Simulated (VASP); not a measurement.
Write the native input for VASP 6.6.1 that does the following.

| Item | Value |
| --- | --- |
| Task | single point |
| Functional | PBEsol |
| Potentials or basis | VASP PAW PBE potentials, release 64 (La, Pt, Br) |
| Cutoff | 520 eV |
| k mesh | 4 × 4 × 2 |
| Occupations | fermi-dirac, width 0.05 eV |
| Spin | no spin polarisation |
| Dipole correction | no |
| Further INCAR settings | ALGO = Normal; EDIFF = 1e-06; NBANDS = 37 |

The structure of LaPtBr5 lies in POSCAR:

```
LaPtBr5
1.0
    4.9254066530     -0.4746326856      0.6330838148
   -0.4626228766      6.5929924380     -1.6382161130
    1.0295691835     -2.6624980974      7.7039203428
La Pt Br
1 1 5
Direct
    0.4390392908      0.7162395553     -0.0440418471
    0.0159654269     -0.0411335705      0.5018513487
    0.1392040385      0.5636828323      0.2378089746
   -0.0842984605      0.3618016625      0.7742647815
    0.4357243787      0.1110644560      0.3690192169
    0.5812877229     -0.1974006411      0.6216976097
   -0.0102215003     -0.0360078929     -0.0027077256
```

The input as run:

INCAR

```
PREC = Accurate ; ENCUT = 520
EDIFF = 1E-6 ; ISMEAR = -1
SIGMA = 0.05 ; LREAL = False
LASPH = True ; NELM = 100
ALGO = Normal ; ISIF = 2
LWAVE = False ; LCHARG = False
GGA = PS ; NBANDS = 37
```

KPOINTS

```
regular mesh
0
Gamma
  4 4 2
```

Potentials or basis: VASP PAW PBE potentials, release 64 (La, Pt, Br).

The run is started by

```console
$ cat potpaw_PBE.64/La/POTCAR potpaw_PBE.64/Pt/POTCAR potpaw_PBE.64/Br/POTCAR > POTCAR
$ mpirun -np 1 vasp_std > vasp.out
```

It gave:

- Pressure: 0.0 GPa
- Largest force: 0.011 eV/Å
- Band gap on the k mesh: 1.48 eV (least direct gap 1.53 eV)

Caveat: the PAW data sets were made with another functional, which shifts forces and pressure a little; spin-orbit coupling is left out, which moves the levels of the heavy elements.

Run time: 3.7 min on 1 thread of Intel(R) Xeon(R) 6975P-C (Granite Rapids), with other jobs on the host, peak memory 0.46 GiB.
